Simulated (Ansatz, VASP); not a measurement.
**Te2Mo: VASP beside Ansatz**

The input INCAR:

```
PREC     = Accurate       # precision mode
ENCUT    = 520            # plane-wave cutoff, eV
EDIFF    = 1E-7           # SCF threshold, eV
ISMEAR   = 0              # smearing method
SIGMA    = 0.05           # smearing width, eV
LREAL    = F              # projectors in reciprocal space
LASPH    = T              # aspherical terms in the spheres
NELM     = 60             # most SCF steps
ALGO     = Normal         # electronic algorithm
ISIF     = 2              # what is computed and relaxed
LWAVE    = F              # write WAVECAR
LCHARG   = F              # write CHGCAR
GGA      = PE             # functional
NBANDS   = 35             # bands
```

The input KPOINTS:

```
Automatic mesh
0
Gamma
  12 12 2
```

The input POSCAR:

```
Te2Mo
1.0
    3.5570664331      0.0000000000      0.0000000000
   -1.7785332165      3.0805098940      0.0000000000
    0.0000000000      0.0000000000     15.2047186580
Te Mo
4 2
Direct
    0.3820265709      0.7640531417      0.6113636383
    0.6666666667      0.3333333333      0.1310943552
    0.3333333333      0.6666666667      0.8689056448
    0.6666666667      0.3333333333      0.3689056448
    0.3333333333      0.6666666667      0.2500000000
    0.6666666667      0.3333333333      0.7500000000
```

Input for Ansatz:

```yaml
crystal:
  lattice:
    - [3.5570664331, 0.0, 0.0]
    - [-1.7785332165, 3.080509894, 0.0]
    - [0.0, 0.0, 15.204718658]
  atoms:
    - { symbol: Te, position: [0.3820265709, 0.7640531417, 0.6113636383] }
    - { symbol: Te, position: [0.6666666667, 0.3333333333, 0.1310943552] }
    - { symbol: Te, position: [0.3333333333, 0.6666666667, 0.8689056448] }
    - { symbol: Te, position: [0.6666666667, 0.3333333333, 0.3689056448] }
    - { symbol: Mo, position: [0.3333333333, 0.6666666667, 0.25] }
    - { symbol: Mo, position: [0.6666666667, 0.3333333333, 0.75] }
basis:
  ecutwfc: 420
kpoints:
  mp_grid: { grid: [12, 12, 2] }
hamiltonian:
  xc: pbe
scf:
  occupations: { method: gaussian, width: 0.05 }
output:
  forces: true
  stress: true
  eigenvalues: true
```

Alike in both runs: task single point; functional PBE; k mesh 12 × 12 × 2; occupations gaussian, width 0.05 eV; no spin polarisation.

|  | VASP | Ansatz |
| --- | --- | --- |
| version | VASP 6.6.1 | Ansatz 0.2.0 |
| potentials or method | VASP PAW PBE potentials, release 64 (Te, Mo_sv), cutoff 520 eV | scalar-relativistic, plane waves, PAW |
| valence electrons in the cell | 52 | 92 |

VASP gave:

| Property | Result |
| --- | --- |
| gap on the k mesh at the Fermi level (eV) | 0.53 |
| least direct gap on the mesh (eV) | 0.88 |
| pressure (GPa) | -2.5 |
| traceless stress, the component that is largest in VASP (GPa) | 1.91 |
| rms of the force components (eV/Å) | 0.680 |

Q: Estimate Ansatz's values.

A: gap on the k mesh at the Fermi level (eV): 0.53; least direct gap on the mesh (eV): 0.89; pressure (GPa): -2.5; traceless stress, the component that is largest in VASP (GPa): 1.91; rms of the force components (eV/Å): 0.681.

Atom by atom the forces differ by 0.005 eV/Å (rms over components). The functional is the same, so the differences come from potentials, cutoffs and numerics. VASP's potentials hold 52 valence electrons a cell and Ansatz's 92, so a difference there can come from the potentials and not from the codes.

Neither program's run includes spin-orbit coupling.
